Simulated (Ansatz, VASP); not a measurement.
# Au: VASP beside Ansatz

```
CELL_PARAMETERS angstrom
0.00000 2.02176 2.02176
2.02176 0.00000 2.02176
2.02176 2.02176 0.00000
ATOMIC_POSITIONS crystal
Au 0.00000 0.00000 0.00000
```

Change from the starting cell: volume scaled by 0.92, PAW files.

Alike in both runs: task single point; functional PBE; k mesh 17 × 17 × 17; occupations fermi-dirac, width 0.1 eV; no spin polarisation.

|  | VASP | Ansatz |
| --- | --- | --- |
| version | VASP 6.6.1 | Ansatz 0.2.0 |
| potentials or method | VASP PAW PBE potentials, release 64 (Au) | PAW with Ansatz's default frozen-core files, scalar-relativistic |
| plane-wave cutoff (eV) | 520 | 420 |
| valence electrons in the cell | 11 | 19 |

```tsv
	VASP	Ansatz	Ansatz less VASP
pressure (GPa)	14.5	14.9	+0.35
```

VASP's potentials hold 11 valence electrons a cell and Ansatz's 19, so a difference there can come from the potentials and not from the codes.

Spin-orbit coupling is off throughout.
